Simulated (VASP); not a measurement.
AgCl, 2 atoms in the cell. The structure is orthorhombic, space group Amm2 (No. 38). The conventional cell has a = 3.434 Å, b = 4.856 Å, c = 4.856 Å, α = 90.00°, β = 90.00°, γ = 90.00°. Within 3.6 Å of Ag (site symmetry mm2) lie 8 Cl at 2.75 to 3.21 Å and 6 Ag at 3.43 Å. Cl (site symmetry mm2) has 8 Ag at 2.75 to 3.21 Å and 6 Cl at 3.43 Å within 3.6 Å.  This cell differs from its parent crystal: atom 2 (Cl) moved by (-0.200, -0.200) A along y and z.

- Program: VASP 6.6.1
- Task: single point
- Functional: r2SCAN
- Potentials or basis: VASP PAW PBE potentials, release 64 (Ag, Cl)
- Cutoff: 520 eV
- k mesh: 8 × 8 × 8
- Occupations: gaussian, width 0.05 eV
- Spin: no spin polarisation
- Dipole correction: no
- Further INCAR settings: ALGO = Normal; EDIFF = 1e-06; NBANDS = 16

Potentials or basis: VASP PAW PBE potentials, release 64 (Ag, Cl).

Command:

```console
$ cat potpaw_PBE.64/Ag/POTCAR potpaw_PBE.64/Cl/POTCAR > POTCAR
$ cp INCAR.step1 INCAR
$ mpirun -np 1 vasp_std > vasp.out
$ cp INCAR.step2 INCAR
$ mpirun -np 1 vasp_std > vasp.out
```

Hardware: 1 thread of Intel(R) Xeon(R) 6975P-C (Granite Rapids), on a shared host.

Task: How long does it take, and how much memory?

Result: Run time: 2.3 min on 1 thread of Intel(R) Xeon(R) 6975P-C (Granite Rapids) (shared host), peak memory 0.21 GiB. Counts: k points 105.
